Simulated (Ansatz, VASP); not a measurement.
Ni3Hg in VASP and in Ansatz

Contents of INCAR:

```
SYSTEM = Ni3Hg
PREC     = Accurate       ! precision mode
ENCUT    = 690            ! plane-wave cutoff, eV
EDIFF    = 1E-6           ! SCF threshold, eV
ISMEAR   = -1             ! smearing method
SIGMA    = 0.1            ! smearing width, eV
LREAL    = .FALSE.        ! projectors in reciprocal space
LASPH    = .TRUE.         ! aspherical terms in the spheres
NELM     = 200            ! most SCF steps
ALGO     = Normal         ! electronic algorithm
ISIF     = 2              ! what is computed and relaxed
LWAVE    = .FALSE.        ! write WAVECAR
LCHARG   = .FALSE.        ! write CHGCAR
ISPIN    = 2              ! spin polarisation
MAGMOM   = 1.5 1.5 1.5 0  ! initial moments
LORBIT   = 11             ! projections on sites
LMAXMIX  = 4              ! l up to which the mixer works
GGA      = PS             ! functional
NBANDS   = 49             ! bands
GGA_COMPAT= .FALSE.
```

KPOINTS

```
regular mesh
0
G
  6 6 6
  0 0 0
```

The input POSCAR:

```
Ni3Hg
1.0
    3.7779075108      0.0000000000      0.0000000000
    0.0000000000      3.7779075108      0.0000000000
    0.0000000000      0.0000000000      3.7779075108
Ni Hg
3 1
Direct
    0.0000000000      0.5000000000      0.5000000000
    0.5000000000      0.0000000000      0.5000000000
    0.5000000000      0.5000000000      0.0000000000
    0.0000000000      0.0000000000      0.0000000000
```

Input for Ansatz:

```yaml
crystal:
  lattice:
    - [3.777907510755183, 0.0, 0.0]
    - [0.0, 3.777907510755183, 0.0]
    - [0.0, 0.0, 3.777907510755183]
  atoms:
    - { symbol: Ni, position: [0.0, 0.5, 0.5], spin: 1.5 }
    - { symbol: Ni, position: [0.5, 0.0, 0.5], spin: 1.5 }
    - { symbol: Ni, position: [0.5, 0.5, 0.0], spin: 1.5 }
    - { symbol: Hg, position: [0.0, 0.0, 0.0] }
basis:
  ecutwfc: 476.19925930478996
kpoints:
  mp_grid:
    grid: [6, 6, 6]
hamiltonian:
  xc: pbesol
magnetization:
  spin_polarized: true
scf:
  max_iter: 55
  occupations:
    method: fermi_dirac
    width: 0.1
output:
  stress: true
```

Alike in both runs: task single point; functional PBEsol; k mesh 6 × 6 × 6; occupations fermi-dirac, width 0.1 eV; collinear spin.

```csv
,VASP,Ansatz
version,VASP 6.6.1,Ansatz 0.2.0
potentials or method,"VASP PAW PBE potentials, release 64 (Ni_sv_GW, Hg_sv_GW), cutoff 690 eV","plane waves, PAW"
valence electrons in the cell,74,74
```

Ansatz gave:

| Property | Result |
| --- | --- |
| pressure (GPa) | -10.9 |
| net moment per atom (μB) | 0.28 |

Q: Estimate VASP's values.

A: Pressure (GPa): -11.5; net moment per atom (μB): 0.28.

VASP's potentials were made for PBE, not for PBEsol.

Spin-orbit coupling is off throughout.
